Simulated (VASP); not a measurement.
Input of a VASP 6.6.1 run:

Contents of INCAR:

```
SYSTEM = BN
PREC = Accurate
ENCUT = 600
EDIFF = 1E-6
ISMEAR = 0
SIGMA = 0.01
LREAL = .False.
LASPH = .True.
NELM = 120
ALGO = Normal
ISIF = 2
LWAVE = .False.
LCHARG = .True.
GGA = PE
LELF = .True.
LVHAR = .True.
NBANDS = 16
GGA_COMPAT = .False.
```

Contents of KPOINTS:

```
Automatic mesh
0
Gamma
  6 6 2
  0 0 0
```

Contents of POSCAR:

```
BN
1.0
    2.5002145576      0.0000000000      0.0000000000
   -1.2501072788      2.1652493218      0.0000000000
    0.0000000000      0.0000000000      6.5052999340
B N
2 2
Direct
    0.0000000000      0.0000000000      0.5000000000
    0.3333333333      0.6666666667      0.0000000000
    0.0000000000      0.0000000000      0.0000000000
    0.6666666667      0.3333333333      0.5000000000
```

Potentials or basis: VASP PAW PBE potentials, release 64 (B, N).

Launch:

```sh
$ cat potpaw_PBE.64/B/POTCAR potpaw_PBE.64/N/POTCAR > POTCAR
$ mpirun -np 1 vasp_std > vasp.out
```

**Question.** Predict the pressure.

**Answer.** 4.6 GPa.

**Question.** Predict the band gap on the k mesh.

**Answer.** 4.35 eV, indirect (least direct gap 4.46 eV).

Stress tensor (GPa, compression positive):
```
5.16 0.00 0.00
0.00 5.16 0.00
0.00 0.00 3.45
```

Caveat: the k points lie up to 0.48 Å⁻¹ apart; this functional lacks dispersion, which binds the layers, so the pressure and a relaxed spacing across them are unreliable. A hybrid or GW would open this gap; PBE tends to underestimate it.
